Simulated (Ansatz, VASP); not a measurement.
**One calculation of Ge, two programs**

The input INCAR:

```
SYSTEM = Ge
PREC = Accurate
ENCUT = 600
EDIFF = 1E-6
ISMEAR = 0
SIGMA = 0.1
LREAL = .False.
LASPH = .True.
NELM = 100
ALGO = Normal
ISIF = 3
LWAVE = .False.
LCHARG = .False.
GGA = PE
IBRION = 2
NSW = 90
EDIFFG = -0.04
```

File KPOINTS:

```
Automatic mesh
0
Gamma
  8 6 6
  0 0 0
```

Contents of POSCAR:

```
Ge
1.0
    2.3399427200      0.0000000000      0.0000000000
    0.0000000000      3.0248546300      0.0000000000
    0.0000000000      0.0000000000      3.2089784800
Ge
1
Direct
    0.0000000000      0.0000000000      0.0000000000
```

Input for Ansatz:

```yaml
crystal:
  lattice:
    - [2.33994272, 0.0, 0.0]
    - [0.0, 3.02485463, 0.0]
    - [0.0, 0.0, 3.20897848]
  atoms:
    - { symbol: Ge, position: [0.0, 0.0, 0.0] }
basis:
  ecutwfc: 420
kpoints:
  mp_grid: { grid: [8, 6, 6] }
hamiltonian:
  xc: pbe
scf:
  occupations: { method: gaussian, width: 0.1 }
  lower_state_search: "off"
output:
  forces: true
  stress: true
  eigenvalues: true
relax:
  adjacent_minimum: "off"
  f_tol: 0.04
  max_steps: 70
  cell: { stress_tol: 0.4 }
```

Alike in both runs: task relaxation of cell and atoms; functional PBE; k mesh 8 × 6 × 6; occupations gaussian, width 0.1 eV; no spin polarisation.

|  | VASP | Ansatz |
| --- | --- | --- |
| version | VASP 6.6.1 | Ansatz 0.2.0 |
| potentials or method | VASP PAW PBE potentials, release 64 (Ge_d), cutoff 600 eV | scalar-relativistic, plane waves, PAW |
| valence electrons in the cell | 14 | 14 |

```tsv
	VASP	Ansatz	Ansatz less VASP
gap on the k mesh at the Fermi level, each at its own relaxed structure (eV)	none	none	-
relaxed volume (Å³/atom)	20.01	20.02	+0.011
relaxed length of the cell vector where the two differ most in proportion (Å)	2.749	2.751	+0.0016
```

A gap of «none» marks a metal or a gap that the smearing closes.
